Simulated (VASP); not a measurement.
Here is a VASP 6.6.1 calculation.

INCAR

```
SYSTEM = K
ALGO = Normal
EDIFF = 1E-6
ENCUT = 520
GGA = CA
ISIF = 2
ISMEAR = 0
LASPH = .True.
LCHARG = .True.
LELF = .True.
LREAL = .False.
LVHAR = .True.
LWAVE = .False.
NBANDS = 10
NELM = 100
PREC = Accurate
SIGMA = 0.15
```

Contents of KPOINTS:

```
k-points
0
Gamma
  6 6 12
  0 0 0
```

File POSCAR:

```
K
1.0
   10.3819937577      0.0000000000      0.0000000000
    0.0000000000     10.3819937577      0.0000000000
    0.0000000000      0.0000000000      4.3245983300
K
1
Direct
    0.0000000000      0.0000000000      0.0000000000
```

Potentials or basis: VASP PAW LDA potentials, release 64 (K_sv).

Command:

```console
$ cat potpaw_LDA.64/K_sv/POTCAR > POTCAR
$ mpirun -np 1 vasp_std > vasp.out
```

Problem. Predict the pressure.

Solution. 0.0 GPa.

Stress tensor (GPa, compression positive):
```
-0.01  0.00  0.00
 0.00 -0.01  0.00
 0.00  0.00 -0.13
```

Caveat: the cell differs from its parent crystal (strain +0.030 along x and y, +0.000 along z).
